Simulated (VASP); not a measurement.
TePb, 2 atoms in the cell. Symmetry: R-3m, No. 166, trigonal system. The conventional cell has a = 4.806 Å, b = 4.806 Å, c = 10.851 Å, α = 90.00°, β = 90.00°, γ = 120.00°. Within 4.6 Å of Pb (site symmetry -3m) lie 6 Te at 3.31 Å and 6 Pb at 4.56 Å. Te (site symmetry -3m) has 6 Pb at 3.31 Å and 6 Te at 4.56 Å within 4.6 Å.  This cell differs from its parent crystal: epitaxial 111 strain +4.0%.

- Program: VASP 6.6.1
- Task: single point
- Functional: PBE
- Potentials or basis: VASP PAW PBE potentials, release 64 (Pb_d, Te)
- Cutoff: 520 eV
- k mesh: 4 × 4 × 4
- Occupations: gaussian, width 0.01 eV
- Spin: no spin polarisation
- Dipole correction: no
- Further INCAR settings: ALGO = Normal; EDIFF = 1e-06; NBANDS = 17

Potentials or basis: VASP PAW PBE potentials, release 64 (Pb_d, Te).

Run with:

```bash
$ cat potpaw_PBE.64/Pb_d/POTCAR potpaw_PBE.64/Te/POTCAR > POTCAR
$ mpirun -np 1 vasp_std > vasp.out
```

Hardware: 1 thread of AMD EPYC 7R13 Processor (Zen 3) (shared host).

Task: How long does it take, and how much memory?

Result: It took 14 s on 1 thread of AMD EPYC 7R13 Processor (Zen 3), on a shared host, peak memory 0.18 GiB. Counts: scf iterations 12, k points 13.
